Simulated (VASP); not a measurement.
Here is a VASP 6.6.1 calculation.

INCAR

```
ALGO = Normal
EDIFF = 1E-6
ENCUT = 520
GGA = PS
ISIF = 2
ISMEAR = -1
LASPH = True
LCHARG = False
LREAL = Auto
LWAVE = False
NBANDS = 58
NELM = 100
PREC = Accurate
SIGMA = 0.02
```

The input KPOINTS:

```
k-points
0
Gamma
  1 1 1
```

POSCAR

```
NaH16BrO8
1.0
    4.8581500000      0.0000000000      0.0000000000
    0.0000000000      5.2803520000      0.0000000000
    0.0000000000      0.0000000000      6.3061790000
O H Na Br
8 16 1 1
Direct
    0.8127991108      0.5152118647      0.0660304758
    0.8605950825      0.5947141403      0.5741194470
    0.1698383129      0.2134516790      0.7245274833
    0.6085444048      1.1317995467      0.5686169073
    0.3745458662      0.6870564690      0.8278547120
    1.0351471239      0.9477777239      0.3814354144
    0.4853493614      1.0295336372      0.1590979260
    0.8104731225     -0.0418911467      0.8438390347
    0.7972787995      0.5910780190      0.2071777538
    0.6308574252      0.5215182624      0.0282421416
    1.0029126314      0.4645523632      0.5157005534
    0.6715725122      0.5635798523      0.5247868797
    0.3737225075      0.1652920108      0.6968086380
    0.1423381328      0.3861295611      0.7906372464
    0.5012607680      1.1746565380      0.4214596509
    0.7447690993      0.9802755574      0.5863296935
    0.2641128825      0.8089612208      0.7396237880
    0.4669061268      0.8601320518      0.8367666062
    0.9981165670      0.7624491701      0.4413131946
    1.0732892150      1.0928438104      0.4864593917
    0.6546730751      0.9525311949      0.1039139549
    0.3666416228      0.8891263310      0.2328668438
    0.9504440991      0.0711126834      0.7681672214
    0.8843901485     -0.2074482913      0.8980081282
    0.0822329488      0.1716930992      0.0853765807
    0.3375564773      0.5289798862      0.3539702885
```

Potentials or basis: VASP PAW PBE potentials, release 64 (O, H, Na_pv, Br).

Command:

```bash
$ cat potpaw_PBE.64/O/POTCAR potpaw_PBE.64/H/POTCAR potpaw_PBE.64/Na_pv/POTCAR potpaw_PBE.64/Br/POTCAR > POTCAR
$ mpirun -np 1 vasp_gam > vasp.out
```

(1) Estimate the band gap on the k mesh.

(2) Predict the pressure.

(3) What does it give for the largest force?

## Answers

(1) 4.12 eV.

(2) 15.4 GPa.

(3) 4.258 eV/Å.

Caveat: the k points lie up to 1.29 Å⁻¹ apart; the PAW data sets were made with another functional, which shifts forces and pressure a little.
